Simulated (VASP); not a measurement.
A run of VASP 6.6.1 is set up as follows.

Contents of POSCAR:

```
SnS2
1.0
    3.6303204708      0.0000000000      0.0000000000
   -1.8151602354      3.1439497516      0.0000000000
    0.0000000000      0.0000000000      6.0291367434
Sn S
1 2
Direct
    0.0000000000      0.0000000000      0.0000000000
    0.3333333333      0.6666666667      0.2399656178
    0.6666666667      0.3333333333      0.7600343822
```

INCAR.step1

```
SYSTEM = SnS2
ALGO     = Normal         ! electronic algorithm
EDIFF    = 1E-5           ! SCF threshold, eV
EDIFFG   = -0.005         ! ionic threshold
ENCUT    = 550            ! plane-wave cutoff, eV
GGA      = PE             ! functional
GGA_COMPAT= .False.      
IBRION   = 2              ! ionic algorithm
ISIF     = 3              ! what is computed and relaxed
ISMEAR   = 0              ! smearing method
LASPH    = .True.         ! aspherical terms in the spheres
LCHARG   = .False.        ! write CHGCAR
LREAL    = .False.        ! projectors in reciprocal space
LWAVE    = .True.         ! write WAVECAR
NELM     = 120            ! most SCF steps
NELMIN   = 4            
NSW      = 100            ! ionic steps
PREC     = Accurate       ! precision mode
SIGMA    = 0.02           ! smearing width, eV
```

The input INCAR.step2:

```
SYSTEM = SnS2
ALGO     = Normal         ! electronic algorithm
EDIFF    = 1E-7           ! SCF threshold, eV
EDIFFG   = -0.01          ! ionic threshold
ENCUT    = 550            ! plane-wave cutoff, eV
GGA_COMPAT= .False.      
IBRION   = 2              ! ionic algorithm
ISIF     = 4              ! what is computed and relaxed
ISMEAR   = 0              ! smearing method
ISTART   = 1            
LASPH    = .True.         ! aspherical terms in the spheres
LCHARG   = .False.        ! write CHGCAR
LMIXTAU  = .True.       
LREAL    = .False.        ! projectors in reciprocal space
LWAVE    = .False.        ! write WAVECAR
METAGGA  = R2SCAN         ! meta-GGA
NELM     = 120            ! most SCF steps
NELMIN   = 4            
NSW      = 50             ! ionic steps
PREC     = Accurate       ! precision mode
SIGMA    = 0.02           ! smearing width, eV
```

The input KPOINTS:

```
k-points
0
Gamma
  12 12 6
  0 0 0
```

Potentials or basis: VASP PAW PBE potentials, release 64 (Sn_d, S).

Launch:

```console
$ cat potpaw_PBE.64/Sn_d/POTCAR potpaw_PBE.64/S/POTCAR > POTCAR
$ cp INCAR.step1 INCAR
$ mpirun -np 1 vasp_std > vasp.out
$ cp INCAR.step2 INCAR
$ mpirun -np 1 vasp_std > vasp.out
```

Problem. What does it give for the band gap on the k mesh?

Solution. 1.79 eV (least direct gap 2.27 eV).

Final structure:
```
Sn S
1.0
     3.65669    0.00000    0.00000
    -1.82834    3.16678    0.00000
     0.00000    0.00000    5.94250
Sn S
1 2
Direct
  0.00000 0.00000 0.00000
  0.33333 0.66667 0.24595
  0.66667 0.33333 0.75405
```

Caveat: spin-orbit coupling is left out, which moves the levels of the heavy elements. A k mesh can miss the band edges.
